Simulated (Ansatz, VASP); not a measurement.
**SiTe3: VASP beside Ansatz**

The input INCAR:

```
SYSTEM = SiTe3
PREC     = Accurate       ! precision mode
ENCUT    = 600            ! plane-wave cutoff, eV
EDIFF    = 1E-6           ! SCF threshold, eV
ISMEAR   = 0              ! smearing method
SIGMA    = 0.1            ! smearing width, eV
LREAL    = .FALSE.        ! projectors in reciprocal space
LASPH    = .TRUE.         ! aspherical terms in the spheres
NELM     = 60             ! most SCF steps
ALGO     = Normal         ! electronic algorithm
ISIF     = 3              ! what is computed and relaxed
LWAVE    = .FALSE.        ! write WAVECAR
LCHARG   = .FALSE.        ! write CHGCAR
GGA      = PE             ! functional
IBRION   = 2              ! ionic algorithm
NSW      = 100            ! ionic steps
EDIFFG   = -0.01          ! ionic threshold
LUSENCCL = .FALSE.
```

Contents of KPOINTS:

```
Automatic mesh
0
G
  6 6 10
  0 0 0
```

The input POSCAR:

```
SiTe3
1.0
    8.3621273786      0.0000000000      0.0000000000
   -4.1810636893      7.2418147395      0.0000000000
    0.0000000000      0.0000000000      3.8190773315
Si Te
2 6
Direct
    0.6666666667      0.3333333333      0.2500000000
    0.3333333333      0.6666666667      0.7500000000
    0.3771336705      0.1885668353      0.7500000000
    0.8114331647      0.1885668353      0.7500000000
    0.8114331647      0.6228663295      0.7500000000
    0.6228663295      0.8114331647      0.2500000000
    0.1885668353      0.8114331647      0.2500000000
    0.1885668353      0.3771336705      0.2500000000
```

Input for Ansatz:

```yaml
crystal:
  lattice:
    - [8.3621273786, 0.0, 0.0]
    - [-4.1810636893, 7.2418147395, 0.0]
    - [0.0, 0.0, 3.8190773315]
  atoms:
    - { symbol: Si, position: [0.6666666667, 0.3333333333, 0.25] }
    - { symbol: Si, position: [0.3333333333, 0.6666666667, 0.75] }
    - { symbol: Te, position: [0.3771336705, 0.1885668353, 0.75] }
    - { symbol: Te, position: [0.8114331647, 0.1885668353, 0.75] }
    - { symbol: Te, position: [0.8114331647, 0.6228663295, 0.75] }
    - { symbol: Te, position: [0.6228663295, 0.8114331647, 0.25] }
    - { symbol: Te, position: [0.1885668353, 0.8114331647, 0.25] }
    - { symbol: Te, position: [0.1885668353, 0.3771336705, 0.25] }
basis:
  ecutwfc: 420
kpoints:
  mp_grid: { grid: [6, 6, 10] }
hamiltonian:
  xc: pbe
scf:
  occupations: { method: gaussian, width: 0.1 }
output:
  forces: true
  stress: true
  eigenvalues: true
relax:
  adjacent_minimum: "off"
  f_tol: 0.01
  max_steps: 80
  cell: { stress_tol: 0.05 }
```

Change from the starting cell: species swapped into the Ag3Au type (P6_3/mmc, No. 194).

Alike in both runs: task relaxation of cell and atoms; functional PBE; k mesh 6 × 6 × 10; occupations gaussian, width 0.1 eV; no spin polarisation.

|  | VASP | Ansatz |
| --- | --- | --- |
| version | VASP 6.6.1 | Ansatz 0.2.0 |
| potentials or method | VASP PAW PBE potentials, release 64 (Si, Te), cutoff 600 eV | scalar-relativistic, plane waves, PAW |
| valence electrons in the cell | 44 | 104 |

|  | VASP | Ansatz | Ansatz less VASP |
| --- | --- | --- | --- |
| gap on the k mesh at the Fermi level, each at its own relaxed structure (eV) | none | none | - |
| relaxed volume (Å³/atom) | 28.84 | 28.81 | -0.029 |
| relaxed length of the cell vector where the two differ most in proportion (Å) | 8.294 | 8.289 | -0.0050 |

A gap of «none» marks a metal or a gap that the smearing closes. VASP's potentials hold 44 valence electrons a cell and Ansatz's 104, so a difference there can come from the potentials and not from the codes.

Neither program's run includes spin-orbit coupling.
